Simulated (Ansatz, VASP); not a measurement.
ZnS: VASP beside Ansatz

The input INCAR:

```
ALGO     = Normal         # electronic algorithm
EDIFF    = 1E-6           # SCF threshold, eV
ENCUT    = 520            # plane-wave cutoff, eV
GGA      = PE             # functional
ISIF     = 2              # what is computed and relaxed
ISMEAR   = -1             # smearing method
LASPH    = T              # aspherical terms in the spheres
LCHARG   = F              # write CHGCAR
LREAL    = F              # projectors in reciprocal space
LWAVE    = F              # write WAVECAR
NBANDS   = 26             # bands
NELM     = 60             # most SCF steps
PREC     = Accurate       # precision mode
SIGMA    = 0.05           # smearing width, eV
```

Contents of KPOINTS:

```
k-points
0
Gamma
  8 8 5
```

Contents of POSCAR:

```
ZnS
1.0
    3.8110000000      0.0000000000      0.0000000000
   -1.9055000000      3.3004228138      0.0000000000
    0.0000000000      0.0000000000      6.2340000000
Zn S
2 2
Direct
    0.6663970000      0.3315460000      0.5002410000
    0.3325680000      0.6880830000      0.0055960000
    0.6813350000      0.3426400000      0.8798910000
    0.3236270000      0.6665860000      0.3899440000
```

input.yaml

```yaml
crystal:
  lattice:
    - [3.811, 0.0, 0.0]
    - [-1.9055, 3.3004228138, 0.0]
    - [0.0, 0.0, 6.234]
  atoms:
    - { symbol: Zn, position: [0.666397, 0.331546, 0.500241] }
    - { symbol: Zn, position: [0.332568, 0.688083, 0.005596] }
    - { symbol: S, position: [0.681335, 0.34264, 0.879891] }
    - { symbol: S, position: [0.323627, 0.666586, 0.389944] }
kpoints:
  mp_grid: { grid: [8, 8, 5] }
scf:
  occupations: { method: fermi_dirac, width: 0.05 }
hamiltonian:
  xc: pbe
  pseudopotentials: { kind: all_electron, lapw: { basis_error: 0.001 } }
output:
  forces: true
  stress: true
  eigenvalues: true
  populations: true
```

Change from the starting cell: atoms moved at random, drawn with an rms of 0.05 Å.

Alike in both runs: task single point; functional PBE; k mesh 8 × 8 × 5; occupations fermi-dirac, width 0.05 eV; no spin polarisation.

```csv
,VASP,Ansatz
version,VASP 6.6.1,Ansatz 0.2.0
potentials or method,"VASP PAW PBE potentials, release 64 (Zn, S), cutoff 520 eV","all-electron LAPW, scalar-relativistic"
```

|  | VASP | Ansatz | Ansatz less VASP |
| --- | --- | --- | --- |
| gap on the k mesh at the Fermi level (eV) | 2.20 | 2.19 | -0.002 |
| least direct gap on the mesh (eV) | 2.20 | 2.19 | -0.002 |
| pressure (GPa) | 2.6 | 2.5 | -0.16 |
| traceless stress, the component that is largest in VASP (GPa) | 1.48 | 1.46 | -0.022 |
| rms of the force components (eV/Å) | 0.304 | 0.301 | -0.0025 |

Atom by atom the forces differ by 0.003 eV/Å (rms over components). Ansatz ran all-electron here, and VASP with PAW potentials.
